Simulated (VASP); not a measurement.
Set up this calculation in VASP 6.6.1, as the native input.

```
Task                   : single point
Functional             : PBE
Potentials or basis    : VASP PAW PBE potentials, release 64 (Li_sv, Ta_pv, Br)
Cutoff                 : 520 eV
k mesh                 : 3 × 3 × 4
Occupations            : gaussian, width 0.1 eV
Spin                   : no spin polarisation
Dipole correction      : no
Further INCAR settings : ALGO = Normal; EDIFF = 1e-06; NBANDS = 40
```

The structure of Li2TaBr6 lies in POSCAR:

```
Li2TaBr6
1.0
    7.4245050000      0.0000000000      0.0000000000
   -3.7122525000      6.4298099400      0.0000000000
    0.0000000000      0.0000000000      6.2365842000
Li Ta Br
2 1 6
Direct
    0.3333333300      0.6666666700      0.7500000000
    0.6666666700      0.3333333300      0.2500000000
    0.0000000000      0.0000000000      0.5000000000
    0.8333333300      0.6666666700      0.7500000000
    0.3333333300      0.1666666700      0.7500000000
    0.8333333300      0.1666666700      0.7500000000
    0.1666666700      0.3333333300      0.2500000000
    0.6666666700      0.8333333300      0.2500000000
    0.1666666700      0.8333333300      0.2500000000
```

One way to write it, as run:

INCAR

```
SYSTEM = Li2TaBr6
PREC = Accurate ; ENCUT = 520
EDIFF = 1E-6 ; ISMEAR = 0
SIGMA = 0.1 ; LREAL = .FALSE.
LASPH = .TRUE. ; NELM = 80
ALGO = Normal ; ISIF = 2
LWAVE = .FALSE. ; LCHARG = .FALSE.
GGA = PE ; NBANDS = 40
```

KPOINTS

```
Automatic mesh
0
G
  3 3 4
  0 0 0
```

Potentials or basis: VASP PAW PBE potentials, release 64 (Li_sv, Ta_pv, Br).

Run with:

```console
$ cat potpaw_PBE.64/Li_sv/POTCAR potpaw_PBE.64/Ta_pv/POTCAR potpaw_PBE.64/Br/POTCAR > POTCAR
$ mpirun -np 1 vasp_std > vasp.out
```

Results of the run:

- Largest force: 0.819 eV/Å
- Band gap on the k mesh: zero (an odd number of electrons rules out a gap without spin polarisation)

Caveat: spin-orbit coupling is left out, which moves the levels of the heavy elements; an odd number of electrons without spin polarisation forces a metal; a magnetic or distorted state may lie lower.

Wall time 2.4 min on 1 thread of AMD EPYC 7R13, on a shared host, peak memory 0.41 GiB.
